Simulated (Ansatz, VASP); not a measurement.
# CaMg: VASP beside Ansatz

File INCAR:

```
ALGO = Fast
EDIFF = 1E-6
ENCUT = 520
ISIF = 2
ISMEAR = 0
LASPH = T
LCHARG = F
LREAL = F
LWAVE = F
NBANDS = 13
NELM = 80
PREC = Accurate
SIGMA = 0.15
```

File KPOINTS:

```
k-points
0
Gamma
  12 12 12
```

Contents of POSCAR:

```
CaMg
1.0
    4.3377651306      0.0000000000      0.0000000000
    0.0000000000      3.5945108694      0.0000000000
    0.0000000000      0.0000000000      3.9661380000
Ca Mg
1 1
Direct
    0.0000000000      0.0000000000      0.0000000000
    0.5000000000      0.5000000000      0.5000000000
```

Input for Ansatz:

```yaml
crystal:
  lattice:
    - [4.3377651306, 0.0, 0.0]
    - [0.0, 3.5945108694, 0.0]
    - [0.0, 0.0, 3.966138]
  atoms:
    - { symbol: Ca, position: [0.0, 0.0, 0.0] }
    - { symbol: Mg, position: [0.5, 0.5, 0.5] }
basis:
  ecutwfc: 420
kpoints:
  mp_grid: { grid: [12, 12, 12] }
hamiltonian:
  xc: lda
scf:
  occupations: { method: gaussian, width: 0.15 }
output:
  forces: true
  stress: true
  eigenvalues: true
```

Change from the starting cell: strain +0.0937 x Voigt [1, -1, 0, 0, 0, 0], atoms carried along.

Alike in both runs: task single point; functional LDA; k mesh 12 × 12 × 12; occupations gaussian, width 0.15 eV; no spin polarisation.

|  | VASP | Ansatz |
| --- | --- | --- |
| version | VASP 6.6.1 | Ansatz 0.2.0 |
| potentials or method | VASP PAW LDA potentials, release 64 (Ca_sv, Mg), cutoff 520 eV | scalar-relativistic, plane waves, PAW |
| valence electrons in the cell | 12 | 20 |

```csv
,VASP,Ansatz,Ansatz less VASP
gap on the k mesh at the Fermi level (eV),none,none,-
pressure (GPa),-1.9,-1.8,+0.16
"traceless stress, the component that is largest in VASP (GPa)",1.64,1.63,-0.019
```

LDA's correlation is that of Perdew and Zunger in VASP and of Perdew and Wang (1992) in Ansatz. A gap of «none» marks a metal or a gap that the smearing closes. VASP's potentials hold 12 valence electrons a cell and Ansatz's 20, so a difference there can come from the potentials and not from the codes.
